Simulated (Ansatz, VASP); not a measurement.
## Zn3F in VASP and in Ansatz

```
Zn F
1.0
     2.78595    0.00000    0.00000
    -1.39298    2.41271    0.00000
     0.00000    0.00000    8.39420
Zn F
3 1
Direct
  0.00000 0.00000 0.00000
  0.66667 0.33333 0.73291
  0.66667 0.33333 0.26709
  0.00000 0.00000 0.50000
```

Change from the starting cell: species swapped into the MgSn3 type (P-6m2, No. 187).

Alike in both runs: task single point; functional PBE; k mesh 6 × 6 × 2; occupations gaussian, width 0.1 eV; collinear spin.

|  | VASP | Ansatz |
| --- | --- | --- |
| version | VASP 6.6.1 | Ansatz 0.2.0 |
| potentials or method | VASP PAW PBE potentials, release 64 (Zn, F), cutoff 520 eV | scalar-relativistic, plane waves, PAW |
| valence electrons in the cell | 43 | 43 |

VASP gave:

* gap on the k mesh at the Fermi level (eV): none
* pressure (GPa): -1.9
* traceless stress, the component that is largest in VASP (GPa): -1.38
* rms of the force components (eV/Å): 0.483
* net moment per atom (μB): 0.00

Problem. What did Ansatz give for the same quantities?

Solution. gap on the k mesh at the Fermi level (eV): none; pressure (GPa): -1.9; traceless stress, the component that is largest in VASP (GPa): -1.37; rms of the force components (eV/Å): 0.482; net moment per atom (μB): 0.00.

Atom by atom the forces differ by 0.001 eV/Å (rms over components). A gap of «none» marks a metal or a gap that the smearing closes. Ansatz's warnings: seeded moment not kept.

The k mesh is coarse, so the values compare programs but aren't converged.
